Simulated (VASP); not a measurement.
Runs of VASP 6.6.1 on Sc. The structure is that of space group P6_3/mmc (No. 194), or close to it. The cells are those of the table. 

```tsv
cell	k mesh	cutoff (eV)	smearing	gap on the mesh (eV)	pressure (GPa)
a = 3.319, b = 3.319, c = 5.184 Å, angles 90.0, 90.0, 120.0°, 2 atoms	11 × 11 × 6	520	gaussian 0.3 eV	none	(a)
a = 3.319, b = 3.319, c = 5.184 Å, angles 90.0, 90.0, 120.0°, 2 atoms	11 × 11 × 6	520	gaussian 1 eV	none	1.9
a = 3.319, b = 3.319, c = 5.184 Å, angles 90.0, 90.0, 120.0°, 2 atoms	11 × 11 × 6	520	methfessel-paxton 0.1 eV	none	-0.3
a = 3.447, b = 3.447, c = 5.384 Å, angles 90.0, 90.0, 120.0°, 2 atoms	18 × 18 × 10	520	fermi-dirac 0.1 eV	none	(b)
a = 3.319, b = 3.319, c = 5.184 Å, angles 90.0, 90.0, 120.0°, 2 atoms	6 × 6 × 3	500	fermi-dirac 0.1 eV	none	0.0
```

Alike in all rows: task single point; level PBE; potentials or basis VASP PAW PBE potentials, release 64 (Sc_sv); no spin polarisation.

Q: Fill in the values left out.

A: (a) 0.1; (b) -5.0.

Caveats: some runs use coarse meshes.

A gap of «none» marks levels without a gap at the run's occupations.
